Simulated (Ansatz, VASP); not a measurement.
**Two plane-wave programs on MgO**

INCAR

```
SYSTEM = MgO
PREC     = Accurate       ! precision mode
ENCUT    = 600            ! plane-wave cutoff, eV
EDIFF    = 1E-6           ! SCF threshold, eV
ISMEAR   = 0              ! smearing method
SIGMA    = 0.02           ! smearing width, eV
LREAL    = .FALSE.        ! projectors in reciprocal space
LASPH    = .TRUE.         ! aspherical terms in the spheres
NELM     = 120            ! most SCF steps
ALGO     = Normal         ! electronic algorithm
ISIF     = 2              ! what is computed and relaxed
LWAVE    = .FALSE.        ! write WAVECAR
LCHARG   = .FALSE.        ! write CHGCAR
GGA      = PE             ! functional
NBANDS   = 11             ! bands
GGA_COMPAT= .FALSE.
```

Contents of KPOINTS:

```
Automatic mesh
0
G
  10 10 10
  0 0 0
```

Contents of POSCAR:

```
MgO
1.0
    2.6596913889      0.0000000000      0.0000000000
    0.0000000000      2.6596913889      0.0000000000
    0.0000000000      0.0000000000      2.6596913889
Mg O
1 1
Direct
    0.0000000000      0.0000000000      0.0000000000
    0.5000000000      0.5000000000      0.5000000000
```

Input for Ansatz:

```yaml
crystal:
  lattice:
    - [2.6596913889, 0.0, 0.0]
    - [0.0, 2.6596913889, 0.0]
    - [0.0, 0.0, 2.6596913889]
  atoms:
    - { symbol: Mg, position: [0.0, 0.0, 0.0] }
    - { symbol: O, position: [0.5, 0.5, 0.5] }
basis:
  ecutwfc: 420
kpoints:
  mp_grid: { grid: [10, 10, 10] }
hamiltonian:
  xc: pbe
scf:
  occupations: { method: gaussian, width: 0.02 }
  eigensolver: { kind: davidson }
output:
  forces: true
  eigenvalues: true
  stress: true
```

Alike in both runs: task single point; functional PBE; k mesh 10 × 10 × 10; occupations gaussian, width 0.02 eV; no spin polarisation.

|  | VASP | Ansatz |
| --- | --- | --- |
| version | VASP 6.6.1 | Ansatz 0.2.0 |
| potentials or method | VASP PAW PBE potentials, release 64 (Mg, O), cutoff 600 eV | scalar-relativistic, plane waves, PAW |
| valence electrons in the cell | 8 | 16 |

```tsv
	VASP	Ansatz	Ansatz less VASP
gap on the k mesh at the Fermi level (eV)	2.25	2.27	+0.020
pressure (GPa)	-0.9	0.0	+0.92
```

The functional is the same, so the differences come from potentials, cutoffs and numerics. VASP's potentials hold 8 valence electrons a cell and Ansatz's 16, so a difference there can come from the potentials and not from the codes.
